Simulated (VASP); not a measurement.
Set up this calculation in VASP 6.6.1, as the native input.

```yaml
Task: single point
Functional: LDA
Potentials_or_basis: VASP PAW LDA potentials, release 64 (Sc_sv, Cu)
Cutoff: 520 eV
k_mesh: 14 × 14 × 14
Occupations: gaussian, width 0.15 eV
Spin: no spin polarisation
Dipole_correction: no
Further_INCAR_settings: ALGO = Normal; EDIFF = 1e-06; NBANDS = 18
```

The structure of ScCu lies in POSCAR:

```
ScCu
1.0
    3.2560000000      0.0000000000      0.0000000000
    0.0000000000      3.2560000000      0.0000000000
    0.0000000000      0.0000000000      3.2560000000
Sc Cu
1 1
Direct
    0.5000000000      0.5000000000      0.5000000000
    0.0000000000      0.0000000000      0.0000000000
```

These files were run (other wordings do the same):

INCAR

```
PREC = Accurate ; ENCUT = 520
EDIFF = 1E-6 ; ISMEAR = 0
SIGMA = 0.15 ; LREAL = F
LASPH = T ; NELM = 100
ALGO = Normal ; ISIF = 2
LWAVE = F ; LCHARG = F
GGA = CA ; NBANDS = 18
```

KPOINTS

```
regular mesh
0
Gamma
  14 14 14
```

Potentials or basis: VASP PAW LDA potentials, release 64 (Sc_sv, Cu).

Launch:

```sh
$ cat potpaw_LDA.64/Sc_sv/POTCAR potpaw_LDA.64/Cu/POTCAR > POTCAR
$ mpirun -np 1 vasp_std > vasp.out
```

Results of the run:

```yaml
Pressure: -6.9 GPa
Band_gap_on_the_k_mesh: zero (band 11 reaches 5.75 eV, above the bottom of band 12 at 3.84 eV)
```

Wall time 33 s on 1 thread of Intel Xeon 6975P-C, with other jobs on the host, peak memory 0.19 GiB.
